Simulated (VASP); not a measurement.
Crystal: EuO.

```xyz
2
Lattice="0.0000 2.5283 2.5283 2.5283 0.0000 2.5283 2.5283 2.5283 0.0000" Properties=species:S:1:pos:R:3 pbc="T T T"
Eu    0.0000    0.0000    0.0000
O     2.5283    2.5283    2.5283
```

- Program: VASP 6.6.1
- Task: relaxation of cell and atoms
- Functional: PBE
- Potentials or basis: VASP PAW PBE potentials, release 64 (Eu, O)
- Cutoff: 840 eV
- k mesh: 9 × 9 × 9
- Occupations: gaussian, width 0.03 eV
- Spin: collinear spin, ferromagnetic start
- Starting moments: [7.0, 0.0] μB
- Hubbard terms: Eu f U = 7 eV

At the start: pressure 7.4 GPa; volume 16.16 Å³/atom.

Question: Where does the relaxation end?

Answer: Over 27 steps the energy falls by 27.4 meV/atom and the volume is 17.40 Å³/atom (+7.7 %); space group Fm-3m (No. 225, to 0.1 Å) before and after; moment 7.00 μB per cell.

Step by step:
| step | energy change (eV) | largest force (eV/Å) | pressure (GPa) | volume (Å³) |
| --- | --- | --- | --- | --- |
| 1 | 0.0000 | 0.0000 | 7.42 | 32.33 |
| 2 | -0.0438 | 0.0000 | -2.60 | 35.95 |
| 3 | -0.0535 | 0.0000 | -0.02 | 34.79 |
| 4 | -0.0535 | 0.0000 | 0.15 | 34.74 |
| 5 | -0.0535 | 0.0000 | 0.15 | 34.74 |
| 6 | -0.0535 | 0.0000 | 0.19 | 34.75 |
| 7 | -0.0535 | 0.0000 | 0.13 | 34.75 |
| 8 | -0.0535 | 0.0000 | 0.12 | 34.75 |
| 9 | -0.0535 | 0.0000 | 0.12 | 34.75 |
| 10 | -0.0535 | 0.0000 | 0.13 | 34.75 |
| 11 | -0.0535 | 0.0000 | 0.13 | 34.75 |
| 12 | -0.0535 | 0.0000 | 0.14 | 34.75 |
| 13 | -0.0535 | 0.0000 | 0.15 | 34.75 |
| 14 | -0.0535 | 0.0000 | 0.18 | 34.76 |
| 15 | -0.0535 | 0.0000 | 0.00 | 34.77 |
| 16 | -0.0547 | 0.0000 | 0.10 | 34.77 |
| 17 | -0.0547 | 0.0000 | -0.02 | 34.82 |
| 18 | -0.0547 | 0.0000 | 0.06 | 34.81 |
| 19 | -0.0547 | 0.0000 | 0.04 | 34.82 |
| 20 | -0.0547 | 0.0000 | -0.02 | 34.82 |
| 21 | -0.0547 | 0.0000 | -0.03 | 34.82 |
| 22 | -0.0547 | 0.0000 | 0.11 | 34.81 |
| 23 | -0.0547 | 0.0000 | -0.08 | 34.82 |
| 24 | -0.0547 | 0.0000 | -0.08 | 34.81 |
| 25 | -0.0547 | 0.0000 | -0.06 | 34.81 |
| 26 | -0.0547 | 0.0000 | -0.03 | 34.81 |
| 27 | -0.0547 | 0.0000 | -0.01 | 34.81 |

Final structure:
```
Eu O
1.0
     0.00000    2.59147    2.59147
     2.59147    0.00000    2.59147
     2.59147    2.59147    0.00000
Eu O
1 1
Direct
  0.00000 0.00000 0.00000
  0.50000 0.50000 0.50000
```

Caveat: a cell with one magnetic atom can't hold antiferromagnetic order, which such compounds often take.
